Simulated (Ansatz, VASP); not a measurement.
Ag: VASP beside Ansatz

```
Ag
1.0
     2.93000    0.00000    0.00000
    -1.46500    2.53745    0.00000
     0.00000    0.00000    4.79000
Ag
2
Direct
  0.28900 0.57800 0.20303
  0.66667 0.33333 0.75000
```

Alike in both runs: task single point; functional PBEsol; k mesh 18 × 18 × 10; occupations gaussian, width 0.15 eV; no spin polarisation.

|  | VASP | Ansatz |
| --- | --- | --- |
| version | VASP 6.6.1 | Ansatz 0.2.0 |
| potentials or method | VASP PAW PBE potentials, release 64 (Ag), cutoff 520 eV | scalar-relativistic, plane waves, PAW |
| valence electrons in the cell | 22 | 38 |

```tsv
	VASP	Ansatz	Ansatz less VASP
gap on the k mesh at the Fermi level (eV)	none	none	-
pressure (GPa)	-3.3	-3.2	+0.17
traceless stress, the component that is largest in VASP (GPa)	-2.68	-2.71	-0.025
rms of the force components (eV/Å)	0.662	0.670	+0.0080
```

VASP's potentials were made for PBE, not for PBEsol. Atom by atom the forces differ by 0.008 eV/Å (rms over components). A gap of «none» marks a metal or a gap that the smearing closes. VASP's potentials hold 22 valence electrons a cell and Ansatz's 38, so a difference there can come from the potentials and not from the codes.
